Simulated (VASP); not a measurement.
Set up this calculation in VASP 6.6.1, as the native input.

| Quantity | Value |
| --- | --- |
| Task | single point |
| Functional | PBE |
| Potentials or basis | VASP PAW PBE potentials, release 64 (Mn_pv, O) |
| Cutoff | 520 eV |
| k mesh | 12 × 12 × 12 |
| Occupations | gaussian, width 0.05 eV |
| Spin | collinear spin, ferromagnetic start |
| Starting moments | [4.0, 0.0, 0.0] μB |
| Dipole correction | no |
| Further INCAR settings | ALGO = Normal; EDIFF = 1e-06; NBANDS = 24 |

The structure of MnO2 lies in POSCAR:

```
MnO2
1.0
   -1.4284348394      2.4741217171      0.0000000000
   -2.8568696788      0.0000000000      0.0000000000
   -1.4284348394      0.8247072390      4.5839315268
Mn O
1 2
Direct
    0.0000000000      0.0000000000      0.0000000000
    0.7356355100      0.7356355100      0.7930934700
    0.2643644900      0.2643644900      0.2069065300
```

The input as run:

INCAR

```
PREC = Accurate
ENCUT = 520
EDIFF = 1E-6
ISMEAR = 0
SIGMA = 0.05
LREAL = False
LASPH = True
NELM = 150
ALGO = Normal
ISIF = 2
LWAVE = False
LCHARG = False
ISPIN = 2
MAGMOM = 4 0 0
LORBIT = 11
LMAXMIX = 4
GGA = PE
NBANDS = 24
```

KPOINTS

```
Automatic mesh
0
Gamma
  12 12 12
```

Potentials or basis: VASP PAW PBE potentials, release 64 (Mn_pv, O).

Launch:

```bash
$ cat potpaw_PBE.64/Mn_pv/POTCAR potpaw_PBE.64/O/POTCAR > POTCAR
$ mpirun -np 1 vasp_std > vasp.out
```

Results of the run:

```yaml
Pressure: 5.9 GPa
Largest_force: 0.307 eV/Å
Band_gap_on_the_k_mesh: 0.84 eV, indirect (least direct gap 0.91 eV)
Net_moment: 3.00 μB per cell
Site_moments: Mn +2.83; O +0.04 μB
Valence_electrons_inside_the_program's_atomic_spheres: Mn 11.75; O 5.00
```

Caveat: a cell with one magnetic atom can't hold antiferromagnetic order, which such compounds often take.

Wall time 110 s on 1 thread of Intel(R) Xeon(R) Platinum 8559C (Emerald Rapids), on a shared host, peak memory 0.32 GiB.
